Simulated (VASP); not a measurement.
A run of VASP 6.6.1 is set up as follows.

File POSCAR:

```
BN
1.0
    0.0000000000      1.8075000000      1.8075000000
    1.8075000000      0.0000000000      1.8075000000
    1.8075000000      1.8075000000      0.0000000000
B N
1 1
Direct
    0.0000000000      0.0000000000      0.0000000000
    0.7500000000      0.7500000000      0.7500000000
```

File INCAR.step1:

```
PREC = Accurate
ENCUT = 1080
ISMEAR = -1
SIGMA = 0.02
LREAL = False
LASPH = True
NELM = 120
NBANDS = 11
GGA = PE
ALGO = Normal
EDIFF = 1E-5
LWAVE = True
LCHARG = False
GGA_COMPAT = False
```

The input INCAR.step2:

```
PREC = Accurate
ENCUT = 1080
EDIFF = 1E-8
ISMEAR = -1
SIGMA = 0.02
LREAL = False
LASPH = True
NELM = 120
ALGO = Normal
ISIF = 2
LWAVE = False
LCHARG = False
METAGGA = R2SCAN
LMIXTAU = True
LEFG = True
NBANDS = 11
ISTART = 1
GGA_COMPAT = False
```

File KPOINTS:

```
regular mesh
0
Gamma
  11 11 11
```

Potentials or basis: VASP PAW PBE potentials, release 64 (B_h, N_h).

Run with:

```sh
$ cat potpaw_PBE.64/B_h/POTCAR potpaw_PBE.64/N_h/POTCAR > POTCAR
$ cp INCAR.step1 INCAR
$ mpirun -np 1 vasp_std > vasp.out
$ cp INCAR.step2 INCAR
$ mpirun -np 1 vasp_std > vasp.out
```

Question: What does it give for the band gap on the k mesh?

Answer: 5.10 eV (least direct gap 9.55 eV).

Question: Predict the pressure.

Answer: -2.0 GPa.

Caveat: the PAW data sets were made with another functional, which shifts forces and pressure a little; an odd mesh through Γ misses points on the zone boundary, where band edges can lie. r2SCAN opens gaps a little over a GGA but as a rule still falls short of measured ones.
